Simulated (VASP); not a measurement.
Runs of VASP 6.6.1 on Li. The structure is that of space group P6/mmm (No. 191), or close to it. The cells are those of the table. The cell was generated, and may not be a known phase.

```csv
task,cell,k mesh,cutoff (eV),gap on the mesh (eV),pressure (GPa),relaxed volume (Å³/atom)
relaxation of cell and atoms,"relaxed from a = 4.734, b = 4.734, c = 2.860 Å, angles 90.0, 90.0, 120.0°, 2 atoms",12 × 12 × 20,600,none,0.0,27.17
single point,"a = 4.734, b = 4.734, c = 2.860 Å, angles 90.0, 90.0, 120.0°, 2 atoms",12 × 12 × 10,520,none,-,-
single point,"a = 3.905, b = 3.905, c = 6.557 Å, angles 90.0, 90.0, 120.0°, 2 atoms",6 × 6 × 4,520,none,-,-
relaxation of cell and atoms,"relaxed from a = 3.905, b = 3.905, c = 6.557 Å, angles 90.0, 90.0, 120.0°, 2 atoms",6 × 6 × 4,600,none,0.0,26.26
single point,"a = 4.778, b = 4.778, c = 5.803 Å, angles 90.0, 90.0, 120.0°, 2 atoms",6 × 6 × 4,520,none,-,-
relaxation of cell and atoms,"relaxed from a = 4.778, b = 4.778, c = 5.803 Å, angles 90.0, 90.0, 120.0°, 2 atoms",12 × 12 × 10,600,none,0.0,(a)
single point,"a = 4.734, b = 4.734, c = 2.860 Å, angles 90.0, 90.0, 120.0°, 2 atoms",12 × 12 × 20,520,none,-,-
```

Alike in all rows: level PBE; potentials or basis VASP PAW PBE potentials, release 64 (Li_sv); no spin polarisation; smearing gaussian 0.1 eV.

Problem. Estimate the missing entries.

Solution. (a) 27.43.

Caveats: the cutoff is under 1.25 times the usual one of these potentials, so pressure, stress and relaxed cells hold a basis-set (Pulay) error; the volume moved by over 15 % at a fixed basis, so the end points are rough (at least some runs); the relaxation moved the vacuum too, so the length across it says nothing of the material (at least some runs).

A gap of «none» marks levels without a gap at the run's occupations.
